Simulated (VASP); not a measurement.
# SiGe2 (P6/mmm) in VASP: a series of runs, part 2 of 2

VASP 6.6.1. Earlier steps stand in the parts before.

## 4. Single point, PBE

This run uses another cell than the first one, of 18.01 Å³/atom.

The input, INCAR:

```
SYSTEM = SiGe2
  PREC = Accurate
  ENCUT = 520
  EDIFF = 1E-7
  ISMEAR = 0
  SIGMA = 0.1
  LREAL = .FALSE.
  LASPH = .TRUE.
  NELM = 80
  ALGO = Normal
  ISIF = 2
  LWAVE = .FALSE.
  LCHARG = .FALSE.
  GGA = PE
  NBANDS = 23
```

The input, KPOINTS:

```
Automatic mesh
0
G
  6 6 8
  0 0 0
```

The input, POSCAR:

```
SiGe2
1.0
    4.8379289702      0.0000000000      0.0000000000
   -2.4189644851      4.1897693899      0.0000000000
    0.0000000000      0.0000000000      2.6650772155
Si Ge
1 2
Direct
    0.0000000000      0.0000000000      0.5000000000
    0.3333333333      0.6666666667      0.5000000000
    0.6666666667      0.3333333333      0.5000000000
```

Potentials or basis: VASP PAW PBE potentials, release 64 (Si, Ge_d).

On the command line:

```
$ cat potpaw_PBE.64/Si/POTCAR potpaw_PBE.64/Ge_d/POTCAR > POTCAR
$ mpirun -np 1 vasp_std > vasp.out
```

OUTCAR:

```text
SYSTEM = SiGe2
   PREC = Accurate
   ENCUT = 520
   EDIFF = 1E-7
   ISMEAR = 0
   LREAL = .FALSE.
   LASPH = .TRUE.
   NELM = 80
   ISIF = 2
   GGA = PE

 ion  position               nearest neighbor table
   1  0.000  0.000  0.500-   2 2.79   3 2.79   3 2.79   2 2.79   3 2.79   2 2.79
   2  0.333  0.667  0.500-   1 2.79   3 2.79   3 2.79   1 2.79   1 2.79   3 2.79
   3  0.667  0.333  0.500-   2 2.79   1 2.79   2 2.79   1 2.79   1 2.79   2 2.79

  LATTYP: Found a hexagonal cell.
 ALAT       =     4.8379289702
 C/A-ratio  =     0.5508715055

  Lattice vectors:

 A1 = (   4.8379289702,   0.0000000000,   0.0000000000)
 A2 = (  -2.4189644851,   4.1897693899,   0.0000000000)
 A3 = (   0.0000000000,   0.0000000000,   2.6650772155)

Analysis of symmetry for initial positions (statically):
=====================================================================
 Subroutine PRICEL returns:
 Original cell was already a primitive cell.

 Routine SETGRP: Setting up the symmetry group for a
 hexagonal supercell.

 Subroutine GETGRP returns: Found 24 space group operations
 (whereof 24 operations were pure point group operations)
 out of a pool of 24 trial point group operations.

The static configuration has the point symmetry D_6h.

Analysis of symmetry for dynamics (positions and initial velocities):
=====================================================================
 Subroutine PRICEL returns:
 Original cell was already a primitive cell.

 Routine SETGRP: Setting up the symmetry group for a
 hexagonal supercell.

 Subroutine GETGRP returns: Found 24 space group operations
 (whereof 24 operations were pure point group operations)
 out of a pool of 24 trial point group operations.

The dynamic configuration has the point symmetry D_6h.

 Subroutine INISYM returns: Found 24 space group operations
 (whereof 24 operations are pure point group operations),
 and found     1 'primitive' translations

----------------------------------------------------------------------------------------
[... 115 lines left out ...]
     AMIX_MAG =   1.60;   BMIX_MAG =  1.00
  volume/ion in A,a.u.               =      18.01       121.52
  Fermi-wavevector in a.u.,A,eV,Ry     =   1.374902  2.598188 25.719842  1.890355
  Thomas-Fermi vector in A             =   2.500286
   LORBIT       =      0    0 simple, 1 ext, 2 COOP (PROOUT), +10 PAW based schemes
   GGA     = PE    functional components
   LHFCALC =     F    Hartree Fock is set to
   AEXX    =    0.0000 exact exchange contribution
   IVDW    =     0    specifies the selected vdW correction
   LEPSILON=     F    determine dielectric tensor
   LRPA    =     F    only Hartree local field effects (RPA)
 non-spin polarized calculation
 Gauss-broadening in eV      SIGMA  =   0.10
  energy-cutoff  :      520.00
  volume of cell :       54.02
 maximum number of plane-waves:      1482
 NGX is ok and might be reduce to    36
   NGX = 17   NGY = 17   NGZ =  9

 number of electron      31.9999989 magnetization

 Free energy of the ion-electron system (eV)
  ---------------------------------------------------
  ext. energy  EPLUGINS =         0.00000000
  ---------------------------------------------------
  free energy    TOTEN  =       -13.46775577 eV

  energy without entropy =      -13.46488133  energy(sigma->0) =      -13.46631855

 E-fermi :   7.2937     XC(G=0): -11.0653

 val. band max:        7.2702440579   @ k =   0.3333   0.0000   0.0000
 cond. band min:       7.3594334892   @ k =   0.1667   0.1667   0.3750
 fundamental gap:      0.0891894313
 Fermi energy:         7.2936669502

 k-point     1 :       0.0000    0.0000    0.0000
  band No.  band energies     occupation
      1     -17.5895      2.00000
      2     -17.5276      2.00000
      3     -17.4878      2.00000
      4     -17.4878      2.00000
      5     -17.4438      2.00000
      6     -17.4437      2.00000
[... 613 lines left out ...]
     22      13.5831      0.00000
     23      14.6030      0.00000

 [... further k-points ...]

------------------------ aborting loop because EDIFF is reached ----------------------------------------

  FORCE on cell =-STRESS in cart. coord.  units (eV):
  Direction    XX          YY          ZZ          XY          YZ          ZX
  --------------------------------------------------------------------------------------
  -------------------------------------------------------------------------------------
  Total       -0.0278979     -0.0278979      0.0154713      0.0000000     -0.0000000      0.0000000
  in kB       -0.8274133     -0.8274133      0.4588563      0.0000000     -0.0000000      0.0000000
  external PRESSURE =      -0.3986568 kB  Pullay stress =       0.0000000 kB

 VOLUME and BASIS-vectors are now :
 -----------------------------------------------------------------------------
  energy-cutoff  :      520.00
  volume of cell :       54.02
      direct lattice vectors                 reciprocal lattice vectors
     4.837928970  0.000000000  0.000000000     0.206700017  0.119338310  0.000000000
    -2.418964485  4.189769390  0.000000000     0.000000000  0.238676621  0.000000000
     0.000000000  0.000000000  2.665077216     0.000000000  0.000000000  0.375223650

 POSITION                                       TOTAL-FORCE (eV/Angst)
 -----------------------------------------------------------------------------------
      0.00000      0.00000      1.33254         0.000000      0.000000      0.000000
     -0.00000      2.79318      1.33254        -0.000000      0.000000     -0.000000
      2.41896      1.39659      1.33254         0.000000      0.000000      0.000000
 -----------------------------------------------------------------------------------
    total drift:                                0.000000      0.000000     -0.000000

  FREE ENERGIE OF THE ION-ELECTRON SYSTEM (eV)
  ---------------------------------------------------
  free  energy   TOTEN  =       -13.4677557658 eV

  energy  without entropy=      -13.4648813274  energy(sigma->0) =      -13.46631855
```

Wall time 13 s (1 thread of Intel Xeon 6975P-C (Granite Rapids), shared host); peak memory 0.18 GiB.

What came out:

```yaml
Free_energy: -13.4678 eV
Pressure: 0.0 GPa
Band_gap_on_the_k_mesh: zero (bands 16 and 17 overlap by 4.79 eV)
```

Stress tensor (GPa, compression positive):
```
-0.08  0.00  0.00
 0.00 -0.08  0.00
 0.00  0.00  0.05
```

## 5. The runs side by side

| cell | k mesh | gap on the mesh (eV) | pressure (GPa) |
| --- | --- | --- | --- |
| a = 5.138, b = 5.138, c = 2.469 Å, angles 90.0, 90.0, 120.0°, 3 atoms | 6 × 6 × 4 | none | -0.1 |
| a = 4.149, b = 4.149, c = 4.426 Å, angles 90.0, 90.0, 120.0°, 3 atoms | 6 × 6 × 4 | none | 24.6 |
| a = 4.838, b = 4.838, c = 2.665 Å, angles 90.0, 90.0, 120.0°, 3 atoms | 6 × 6 × 8 | none | 0.0 |

Alike in all rows: task single point; level PBE; potentials or basis VASP PAW PBE potentials, release 64 (Si, Ge_d); no spin polarisation; cutoff (eV) 520; smearing gaussian 0.1 eV.

Caveats: some runs use coarse meshes; the cell stands under pressure (at least some runs).

Total energies depend on the potentials used, so only differences within one code and one set of settings carry meaning.
